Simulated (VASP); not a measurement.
BeS:

```
Be S
1.0
     0.00000    2.32587    2.30935
     2.32587    0.00000    2.30935
     2.32587    2.32587    0.00000
Be S
1 1
Direct
  0.00000 0.00000 0.00000
  0.50000 0.50000 0.50000
```

This cell differs from its parent crystal: epitaxial xy strain +0.4%.

Base run:

| Quantity | Value |
| --- | --- |
| Program | VASP 6.6.1 |
| Functional | r2SCAN |
| Potentials or basis | VASP PAW PBE potentials, release 64 (Be, S) |
| Cutoff | 520 eV |
| k mesh | 10 × 10 × 10 |
| Occupations | gaussian, width 0.01 eV |
| Spin | no spin polarisation |

Its results: band gap on the k mesh 1.33 eV, indirect (least direct gap 4.53 eV); pressure -0.6 GPa.

Q: The run is repeated on the same cell with these changes: functional from r2SCAN to HSE06; k mesh from 10 × 10 × 10 to 6 × 6 × 6. What comes out?

A: Band gap on the k mesh 1.68 eV, indirect (least direct gap 5.13 eV); pressure -2.4 GPa.

Several settings changed at once, so the effect can't be laid on one alone.

Caveats: the PAW data sets were made with another functional, which shifts forces and pressure a little.

A k mesh can miss the band edges.
